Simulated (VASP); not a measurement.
# Ti2C (R-3m) in VASP: notebook

The runs below take Ti2C through relaxation of shape and atoms at fixed volume, single point, with PBEsol.

Program: VASP 6.6.1. These are calculated values, not measurements. Logs are shortened: lines on timing, memory, paths and dates and some standing lists are left out, and cuts for length are marked.

## 1. The cell of the first run

The structure is trigonal, space group R-3m (No. 166). Conventional cell: a = 3.138 Å, b = 3.138 Å, c = 14.908 Å, α = 90.00°, β = 90.00°, γ = 120.00°. Within 2.8 Å of Ti (site symmetry 3m) lie 3 C at 2.14 Å. Within 2.8 Å of C (site symmetry -3m) lie 6 Ti at 2.14 Å.

## 2. Relaxation of shape and atoms at fixed volume, PBEsol (14.12 Å³/atom)

File INCAR:

```
PREC = Accurate
ENCUT = 600
EDIFF = 1E-6
ISMEAR = 0
SIGMA = 0.1
LREAL = False
LASPH = True
NELM = 80
ALGO = Normal
ISIF = 4
LWAVE = False
LCHARG = False
GGA = PS
IBRION = 2
NSW = 50
EDIFFG = -0.01
```

File KPOINTS:

```
regular mesh
0
Gamma
  18 18 18
```

File POSCAR:

```
Ti2C
1.0
    1.5689126636      0.9058121487      4.9693770817
   -1.5689126636      0.9058121487      4.9693770817
    0.0000000000     -1.8116242973      4.9693770817
Ti C
2 1
Direct
    0.2433944901      0.2433944901      0.2433944901
    0.7566055099      0.7566055099      0.7566055099
    0.5000000000      0.5000000000      0.5000000000
```

Potentials or basis: VASP PAW PBE potentials, release 64 (Ti_sv, C).

Launch:

```
cat potpaw_PBE.64/Ti_sv/POTCAR potpaw_PBE.64/C/POTCAR > POTCAR
mpirun -np 1 vasp_std > vasp.out
```

OUTCAR:

```text
PREC = Accurate
   ENCUT = 600
   EDIFF = 1E-6
   ISMEAR = 0
   LREAL = False
   LASPH = True
   NELM = 80
   ISIF = 4
   GGA = PS
   IBRION = 2
   NSW = 50
   EDIFFG = -0.01

 ion  position               nearest neighbor table
   1  0.243  0.243  0.243-   3 2.14   3 2.14   3 2.14   2 2.92   2 2.92   2 2.92
   2  0.757  0.757  0.757-   3 2.14   3 2.14   3 2.14   1 2.92   1 2.92   1 2.92
   3  0.500  0.500  0.500-   1 2.14   2 2.14   1 2.14   1 2.14   2 2.14   2 2.14

  LATTYP: Found a trigonal (rhomboedric) cell.
 ALAT       =     5.2892996866
 COS(alpha) =     0.8240330187

  Lattice vectors:

 A1 = (   1.5689126636,   0.9058121487,   4.9693770817)
 A2 = (  -1.5689126636,   0.9058121487,   4.9693770817)
 A3 = (   0.0000000000,  -1.8116242973,   4.9693770817)

Analysis of symmetry for initial positions (statically):
=====================================================================
 Subroutine PRICEL returns:
 Original cell was already a primitive cell.

 Routine SETGRP: Setting up the symmetry group for a
 trigonal (rhombohedral) supercell.

 Subroutine GETGRP returns: Found 12 space group operations
 (whereof 12 operations were pure point group operations)
 out of a pool of 12 trial point group operations.

The static configuration has the point symmetry D_3d.

Analysis of symmetry for dynamics (positions and initial velocities):
=====================================================================
 Subroutine PRICEL returns:
 Original cell was already a primitive cell.

 Routine SETGRP: Setting up the symmetry group for a
 trigonal (rhombohedral) supercell.

 Subroutine GETGRP returns: Found 12 space group operations
 (whereof 12 operations were pure point group operations)
 out of a pool of 12 trial point group operations.

The dynamic configuration has the point symmetry D_3d.

 Subroutine INISYM returns: Found 12 space group operations
 (whereof 12 operations are pure point group operations),
 and found     1 'primitive' translations

----------------------------------------------------------------------------------------

                                     Primitive cell

  volume of cell :      42.3731

  direct lattice vectors                    reciprocal lattice vectors
     1.568912664  0.905812149  4.969377082     0.318692054  0.183996943  0.067077488
    -1.568912664  0.905812149  4.969377082    -0.318692054  0.183996943  0.067077488
     0.000000000 -1.811624297  4.969377082     0.000000000 -0.367993887  0.067077488

  length of vectors
     5.289299687  5.289299687  5.289299687     0.374057335  0.374057335  0.374057335

  position of ions in fractional coordinates (direct lattice)
     0.243394490  0.243394490  0.243394490
     0.756605510  0.756605510  0.756605510
     0.500000000  0.500000000  0.500000000

  ion indices of the primitive-cell ions
   primitive index   ion index
                 1           1
                 2           2
                 3           3

----------------------------------------------------------------------------------------

 KPOINTS: regular mesh

Automatic generation of k-mesh.
 Grid dimensions read from file:
 generate k-points for:   18   18   18

 Generating k-lattice:

  Cartesian coordinates                     Fractional coordinates (reciprocal lattice)
     0.017705114  0.010222052  0.003726527     0.055555556 -0.000000000  0.000000000
    -0.017705114  0.010222052  0.003726527    -0.000000000  0.055555556  0.000000000
     0.000000000 -0.020444105  0.003726527     0.000000000  0.000000000  0.055555556

  Length of vectors
     0.020780963  0.020780963  0.020780963

  Shift w.r.t. Gamma in fractional coordinates (k-lattice)
     0.000000000  0.000000000  0.000000000

 Subroutine IBZKPT returns following result:
 ===========================================

 Found    580 irreducible k-points:

 Following reciprocal coordinates:
            Coordinates               Weight
  0.000000  0.000000  0.000000      1.000000
  0.055556 -0.000000  0.000000      6.000000
  0.111111 -0.000000  0.000000      6.000000
  0.166667 -0.000000 -0.000000      6.000000
  0.222222 -0.000000 -0.000000      6.000000
  0.277778  0.000000  0.000000      6.000000
[... 16 lines left out ...]
 -0.277778  0.055556 -0.000000     12.000000
 -0.222222  0.055556  0.000000     12.000000
 [... further k-points ...]
   k-points           NKPTS =    580   k-points in BZ     NKDIM =    580   number of bands    NBANDS=     18
   number of dos      NEDOS =    301   number of ions     NIONS =      3
   total plane-waves  NPLWV =  74088
   dimension x,y,z NGX =    42 NGY =   42 NGZ =   42
   dimension x,y,z NGXF=    84 NGYF=   84 NGZF=   84
   ions per type =               2   1
   NGX,Y,Z   is equivalent  to a cutoff of  13.20, 13.20, 13.20 a.u.
   NGXF,Y,Z  is equivalent  to a cutoff of  26.40, 26.40, 26.40 a.u.
 SYSTEM =  unknown system
   PREC   = accura    normal or accurate (medium, high low for compatibility)
   ISTART =      0    job   : 0-new  1-cont  2-samecut
   ICHARG =      2    charge: 1-file 2-atom 10-const
   ISPIN  =      1    spin polarized calculation?
   LNONCOLLINEAR =      F non collinear calculations
   LSORBIT =      F    spin-orbit coupling
   LASPH  =      T    aspherical Exc in radial PAW
   ENCUT  =  600.0 eV  44.10 Ry    6.64 a.u.  10.56 10.56 10.56*2*pi/ulx,y,z
   NELM   =     80;   NELMIN=  2; NELMDL= -5     # of ELM steps
   EDIFF  = 0.1E-05   stopping-criterion for ELM
   LREAL  =      F    real-space projection
   EDIFFG = -.1E-01   stopping-criterion for IOM
   NSW    =     50    number of steps for IOM
   IBRION =      2    ionic relax: 0-MD 1-quasi-New 2-CG
   NFREE  =      1    steps in history (QN), initial steepest desc. (CG)
   ISIF   =      4    stress and relaxation
   ISYM   =      2    0-nonsym 1-usesym 2-fastsym
   POTIM  = 0.5000    time-step for ionic-motion
   TEBEG  =    0.0;   TEEND  =   0.0 temperature during run
   PSTRESS=    0.0 pullay stress
   NELECT =      28.0000    total number of electrons
   NUPDOWN=      -1.0000    fix difference up-down
   EMIN   =  10.00;   EMAX   =-10.00  energy-range for DOS
   EFERMI =   0.00;   METHOD = LEGACY
   ISMEAR =     0;   SIGMA  =   0.10  broadening in eV -4-tet -1-fermi 0-gaus
   EFERMI_NEDOS =   21; number of points for ismear=-14 and -15
   IALGO  =     38    algorithm
   IMIX   =      4    mixing-type and parameters
     AMIX     =   0.40;   BMIX     =  1.00
     AMIX_MAG =   1.60;   BMIX_MAG =  1.00
  volume/ion in A,a.u.               =      14.12        95.32
  Fermi-wavevector in a.u.,A,eV,Ry     =   1.425928  2.694612 27.664311  2.033269
  Thomas-Fermi vector in A             =   2.546259
   LORBIT       =      0    0 simple, 1 ext, 2 COOP (PROOUT), +10 PAW based schemes
   GGA     = PS    functional components
   LHFCALC =     F    Hartree Fock is set to
   AEXX    =    0.0000 exact exchange contribution
   IVDW    =     0    specifies the selected vdW correction
   LEPSILON=     F    determine dielectric tensor
   LRPA    =     F    only Hartree local field effects (RPA)
 conjugate gradient relaxation of ions
 non-spin polarized calculation
 Gauss-broadening in eV      SIGMA  =   0.10
  energy-cutoff  :      600.00
  volume of cell :       42.37
 maximum number of plane-waves:      1433
   NGX = 21   NGY = 21   NGZ = 21

--------------------------------------- Ionic step        1  -------------------------------------------

 number of electron      28.0000002 magnetization

 Free energy of the ion-electron system (eV)
  ---------------------------------------------------
  ext. energy  EPLUGINS =         0.00000000
  ---------------------------------------------------
  free energy    TOTEN  =       -28.28127996 eV

  energy without entropy =      -28.27057185  energy(sigma->0) =      -28.27592590

------------------------ aborting loop because EDIFF is reached ----------------------------------------

  FORCE on cell =-STRESS in cart. coord.  units (eV):
  Direction    XX          YY          ZZ          XY          YZ          ZX
  --------------------------------------------------------------------------------------
  -------------------------------------------------------------------------------------
  Total       -3.3867528     -3.3867528     -3.3063972      0.0000000     -0.0000000      0.0000000
  in kB     -128.0571911   -128.0571911   -125.0188479      0.0000000     -0.0000000      0.0000000
  external PRESSURE =    -127.0444100 kB  Pullay stress =       0.0000000 kB
[... 133 lines left out ...]
  energy  without entropy=      -28.2800236228  energy(sigma->0) =      -28.28517569

--------------------------------------- Ionic step        5  -------------------------------------------

 number of electron      28.0000001 magnetization

 Free energy of the ion-electron system (eV)
  ---------------------------------------------------
  ext. energy  EPLUGINS =         0.00000000
  ---------------------------------------------------
  free energy    TOTEN  =       -28.29037526 eV

  energy without entropy =      -28.28007222  energy(sigma->0) =      -28.28522374

 E-fermi :   7.5616     XC(G=0): -11.5943

 val. band max:        7.5574862722   @ k =   0.4444   0.2222   0.0556
 cond. band min:       7.5628966722   @ k =  -0.1111   0.0556   0.0556
 fundamental gap:      0.0054104000
 Fermi energy:         7.5616074168

 k-point     1 :       0.0000    0.0000    0.0000
  band No.  band energies     occupation
      1     -49.1017      2.00000
      2     -49.0154      2.00000
      3     -25.7436      2.00000
      4     -25.2705      2.00000
      5     -25.2685      2.00000
      6     -25.2685      2.00000
[... 10 lines left out ...]
     17       9.3208      0.00000
     18       9.3208      0.00000
[... 466 lines left out ...]
      2     -49.0085      2.00000
      3     -25.6739      2.00000
      4     -25.4355      2.00000
      5     -25.3500      2.00000
      6     -25.3056      2.00000
[... 10 lines left out ...]
     17       8.8792      0.00000
     18       9.6443      0.00000

 [... further k-points ...]

------------------------ aborting loop because EDIFF is reached ----------------------------------------

  FORCE on cell =-STRESS in cart. coord.  units (eV):
  Direction    XX          YY          ZZ          XY          YZ          ZX
  --------------------------------------------------------------------------------------
  -------------------------------------------------------------------------------------
  Total       -2.8355949     -2.8355949     -2.8284447      0.0000000     -0.0000000      0.0000000
  in kB     -107.2172500   -107.2172500   -106.9468900      0.0000000     -0.0000000      0.0000000
  external PRESSURE =    -107.1271300 kB  Pullay stress =       0.0000000 kB
[... 18 lines left out ...]
  FREE ENERGIE OF THE ION-ELECTRON SYSTEM (eV)
  ---------------------------------------------------
  free  energy   TOTEN  =       -28.2903752646 eV

  energy  without entropy=      -28.2800722247  energy(sigma->0) =      -28.28522374

 reached required accuracy - stopping structural energy minimisation
```

Run time: 47 min. Hardware: 1 thread of AMD EPYC 9R45 (Zen 5), shared host; peak memory 0.63 GiB.

What came out:

* Free energy: -28.2904 eV
* Energy gained by relaxing: 3.0 meV/atom
* Ionic steps: 5
* Pressure after relaxing: -10.7 GPa
* Band gap on the k mesh: zero (bands 14 and 15 overlap by 0.89 eV)

Step by step:
```csv
step,energy change (eV),largest force (eV/Å),pressure (GPa),volume (Å³)
1,0.0000,0.3727,-12.70,42.37
2,-0.0079,0.0521,-11.22,42.37
3,-0.0081,0.0089,-10.96,42.37
4,-0.0090,0.0015,-10.78,42.37
5,-0.0091,0.0013,-10.71,42.37
```

Final structure:
```
CELL_PARAMETERS angstrom
1.56400 0.90298 5.00061
-1.56400 0.90298 5.00061
0.00000 -1.80596 5.00061
ATOMIC_POSITIONS crystal
Ti 0.24184 0.24184 0.24184
Ti 0.75816 0.75816 0.75816
C 0.50000 0.50000 0.50000
```

Caveat: the PAW data sets were made with another functional, which shifts forces and pressure a little.

## 3. Single point, PBEsol (strained)

File INCAR:

```
ALGO = Normal
EDIFF = 1E-6
ENCUT = 520
GGA = PS
ISIF = 2
ISMEAR = 0
LASPH = True
LCHARG = False
LREAL = False
LWAVE = False
NBANDS = 21
NELM = 60
PREC = Accurate
SIGMA = 0.1
```

File KPOINTS:

```
k-points
0
Gamma
  15 15 15
```

File POSCAR:

```
Ti2C
1.0
    1.6283176866      0.9401096546      4.6542896574
   -1.6283176866      0.9401096546      4.6542896574
    0.0000000000     -1.8802193092      4.6542896574
Ti C
2 1
Direct
    0.2327765647      0.2327765647      0.2327765647
    0.7672234353      0.7672234353      0.7672234353
    0.5000000000      0.5000000000      0.5000000000
```

Potentials or basis: VASP PAW PBE potentials, release 64 (Ti_sv, C).

Launch:

```
cat potpaw_PBE.64/Ti_sv/POTCAR potpaw_PBE.64/C/POTCAR > POTCAR
mpirun -np 1 vasp_std > vasp.out
```

OUTCAR:

```text
EDIFF = 1E-6
   ENCUT = 520
   GGA = PS
   ISIF = 2
   ISMEAR = 0
   LASPH = True
   LREAL = False
   NELM = 60
   PREC = Accurate

 ion  position               nearest neighbor table
   1  0.233  0.233  0.233-   3 2.09   3 2.09   3 2.09   2 2.64   2 2.64   2 2.64
   2  0.767  0.767  0.767-   3 2.09   3 2.09   3 2.09   1 2.64   1 2.64   1 2.64
   3  0.500  0.500  0.500-   1 2.09   2 2.09   1 2.09   1 2.09   2 2.09   2 2.09
[... 774 lines left out ...]

  FORCE on cell =-STRESS in cart. coord.  units (eV):
  Direction    XX          YY          ZZ          XY          YZ          ZX
  --------------------------------------------------------------------------------------
  -------------------------------------------------------------------------------------
  Total       -1.6535605     -1.6535605      3.6764040      0.0000000      0.0000000      0.0000000
  in kB      -61.9738327    -61.9738327    137.7880337      0.0000000      0.0000000      0.0000000
  external PRESSURE =       4.6134561 kB  Pullay stress =       0.0000000 kB

 VOLUME and BASIS-vectors are now :
 -----------------------------------------------------------------------------
  energy-cutoff  :      520.00
  volume of cell :       42.75
      direct lattice vectors                 reciprocal lattice vectors
     1.628317687  0.940109655  4.654289657     0.307065387  0.177284284  0.071618519
    -1.628317687  0.940109655  4.654289657    -0.307065387  0.177284284  0.071618519
     0.000000000 -1.880219309  4.654289657     0.000000000 -0.354568567  0.071618519

 POSITION                                       TOTAL-FORCE (eV/Angst)
 -----------------------------------------------------------------------------------
      0.00000      0.00000      3.25023         0.000000     -0.000000      3.239455
      0.00000      0.00000     10.71264         0.000000     -0.000000     -3.239455
      0.00000      0.00000      6.98143         0.000000      0.000000      0.000000
 -----------------------------------------------------------------------------------
    total drift:                                0.000000     -0.000000      0.000000

  FREE ENERGIE OF THE ION-ELECTRON SYSTEM (eV)
  ---------------------------------------------------
  free  energy   TOTEN  =       -27.5972511196 eV

  energy  without entropy=      -27.5852580165  energy(sigma->0) =      -27.59125457
```

It took 4.3 min on 1 thread of Intel Xeon 6975P-C (Granite Rapids), shared host; peak memory 0.43 GiB.

Results:

```yaml
Free_energy: -27.5973 eV
Pressure: 0.5 GPa
Largest_force: 3.239 eV/Å
Band_gap_on_the_k_mesh: zero (bands 14 and 15 overlap by 0.62 eV)
```

Forces on the atoms (eV/Å):
```
Ti   0.000  0.000  3.239
Ti   0.000  0.000 -3.239
C    0.000  0.000  0.000
```

Caveat: the cell differs from its parent crystal (strained); the PAW data sets were made with another functional, which shifts forces and pressure a little.
